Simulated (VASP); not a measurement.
Wanted: the native input for a VASP 6.6.1 run.

```yaml
Task: single point
Functional: PBE
Potentials_or_basis: VASP PAW PBE potentials, release 64 (Sc_sv, B, N)
Cutoff: 520 eV
k_mesh: 6 × 6 × 4
Occupations: gaussian, width 0.1 eV
Spin: no spin polarisation
Dipole_correction: no
Further_INCAR_settings: ALGO = Normal; EDIFF = 1e-06; NBANDS = 32
```

The structure of Sc3BN2 lies in POSCAR:

```
Sc3BN2
1.0
    4.0197087000      0.0000000000      0.0000000000
   -2.0098543500      3.4811698500      0.0000000000
    0.0000000000      0.0000000000      5.7217910900
Sc B N
3 1 2
Direct
    0.3333333300      0.6666666700      0.7600486200
    0.6666666700      0.3333333300      0.7600486200
    0.0000000000      0.0000000000      0.8835123600
    0.0000000000      0.0000000000      0.2079282300
    0.3333333300      0.6666666700      0.3188606200
    0.6666666700      0.3333333300      0.3188606200
```

The cell was generated, and may not be a known phase.

The input as run:

INCAR

```
  PREC = Accurate
  ENCUT = 520
  EDIFF = 1E-6
  ISMEAR = 0
  SIGMA = 0.1
  LREAL = F
  LASPH = T
  NELM = 100
  ALGO = Normal
  ISIF = 2
  LWAVE = F
  LCHARG = T
  GGA = PE
  LELF = T
  LVHAR = T
  NBANDS = 32
```

KPOINTS

```
regular mesh
0
Gamma
  6 6 4
```

Potentials or basis: VASP PAW PBE potentials, release 64 (Sc_sv, B, N).

Launch:

```console
$ cat potpaw_PBE.64/Sc_sv/POTCAR potpaw_PBE.64/B/POTCAR potpaw_PBE.64/N/POTCAR > POTCAR
$ mpirun -np 1 vasp_std > vasp.out
```

It gave:

The pressure is 22.0 GPa. The largest force is 8.152 eV/Å and the band gap on the k mesh is zero (bands 23 and 24 overlap by 1.11 eV).

Caveat: the stress differs along the axes, from 2 to 32 GPa; forces of over 1 eV/Å act on the atoms, so gaps and moduli don't describe the material at rest.

It took 55 s on 1 thread of Intel(R) Xeon(R) 6975P-C (Granite Rapids), with other jobs on the host, peak memory 0.21 GiB.
